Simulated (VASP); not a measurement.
The system is Si2Mo.

```
Si Mo
1.0
     0.00000    3.94808    4.34556
     2.32785    0.00000    4.34556
     2.32785    3.94808    0.00000
Si Mo
4 2
Cartesian
  1.1639 0.6243 2.1728
  1.1639 3.3238 2.1728
  2.3279 1.3498 4.3456
  2.3279 6.5464 4.3456
  3.4918 5.9221 6.5183
  2.3279 3.9481 4.3456
```

| Item | Value |
| --- | --- |
| Program | VASP 6.6.1 |
| Task | relaxation of cell and atoms |
| Functional | PBEsol |
| Potentials or basis | VASP PAW PBE potentials, release 64 (Si, Mo_sv) |
| Cutoff | 600 eV |
| k mesh | 6 × 6 × 6 |
| Occupations | fermi-dirac, width 0.03 eV |
| Spin | no spin polarisation |

At the start: pressure -0.8 GPa; volume 13.31 Å³/atom.

Task: Where does the relaxation end?

Result: Over 10 steps the energy falls by 15.7 meV/atom and the volume is 13.25 Å³/atom (-0.5 %); space group Fddd (No. 70, to 0.05 Å).

The path:
```tsv
step	energy change (eV)	largest force (eV/Å)	pressure (GPa)	volume (Å³)
1	0.0000	0.5703	-0.83	79.88
2	-0.0734	0.3005	1.32	79.05
3	-0.0734	0.3066	1.27	79.07
4	-0.0898	0.0525	-1.56	80.06
5	-0.0901	0.0818	-1.25	79.95
6	-0.0921	0.0559	0.96	79.12
7	-0.0939	0.0016	0.05	79.46
8	-0.0942	0.0031	0.01	79.48
9	-0.0943	0.0049	-0.03	79.51
10	-0.0943	0.0038	0.06	79.48
```

Final structure:
```
Si Mo
1.0
     0.00000    3.98278    4.36453
     2.28623    0.00000    4.36453
     2.28623    3.98278    0.00000
Si Mo
4 2
Direct
  0.08588 0.41412 0.08588
  0.41412 0.08588 0.41412
  0.16412 0.83588 0.16412
  0.83588 0.16412 0.83588
  0.75000 0.75000 0.75000
  0.50000 0.50000 0.50000
```

Caveat: the PAW data sets were made with another functional, which shifts forces and pressure a little.
